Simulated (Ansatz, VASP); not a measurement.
## Two plane-wave programs on BiTe

```
Bi Te
1.0
     0.00000    2.83747    3.19715
     3.55683    0.00000    3.19715
     3.55683    2.83747    0.00000
Bi Te
1 1
Direct
  0.00000 0.00000 0.00000
  0.50000 0.50000 0.50000
```

Change from the starting cell: strain +0.1125 x Voigt [1, -1, 0, 0, 0, 0], atoms carried along.

Alike in both runs: task single point; functional PBEsol; k mesh 16 × 16 × 16; occupations gaussian, width 0.15 eV; no spin polarisation.

|  | VASP | Ansatz |
| --- | --- | --- |
| version | VASP 6.6.1 | Ansatz 0.2.0 |
| potentials or method | VASP PAW PBE potentials, release 64 (Bi_d, Te), cutoff 520 eV | scalar-relativistic, plane waves, PAW |
| valence electrons in the cell | 21 | 31 |

|  | VASP | Ansatz | Ansatz less VASP |
| --- | --- | --- | --- |
| gap on the k mesh at the Fermi level (eV) | none | none | - |
| pressure (GPa) | 5.4 | 5.4 | +0.01 |
| traceless stress, the component that is largest in VASP (GPa) | 15.45 | 15.42 | -0.030 |

VASP's potentials were made for PBE, not for PBEsol. A gap of «none» marks a metal or a gap that the smearing closes. The functional is the same, so the differences come from potentials, cutoffs and numerics. VASP's potentials hold 21 valence electrons a cell and Ansatz's 31, so a difference there can come from the potentials and not from the codes.

Spin-orbit coupling is off throughout.
